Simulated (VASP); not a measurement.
Crystal: Ir.

```
Ir
1.0
     0.00000    1.92209    1.92209
     1.92209    0.00000    1.92209
     1.92209    1.92209    0.00000
Ir
1
Direct
  0.00000 0.00000 0.00000
```

Base run:

```yaml
Program: VASP 6.6.1
Functional: r2SCAN
Potentials_or_basis: VASP PAW PBE potentials, release 64 (Ir)
Cutoff: 520 eV
k_mesh: 18 × 18 × 18
Occupations: gaussian, width 0.1 eV
Spin: no spin polarisation
```

Its results: pressure 2.5 GPa.

**Question.** The run is repeated on the same cell with these changes: potentials or basis from VASP PAW PBE potentials, release 64 (Ir) to VASP PAW PBE potentials, release 64 (Ir_sv_GW); cutoff from 520 eV to 550 eV; further incar settings from ALGO = Normal; EDIFF = 1e-07; NBANDS = 10 to ALGO = Normal; EDIFF = 1e-06; NBANDS = 14; valence electrons from 9 to 17. What comes out?

**Answer.** Pressure -2.2 GPa.

Caveats: the PAW data sets were made with another functional, which shifts forces and pressure a little.
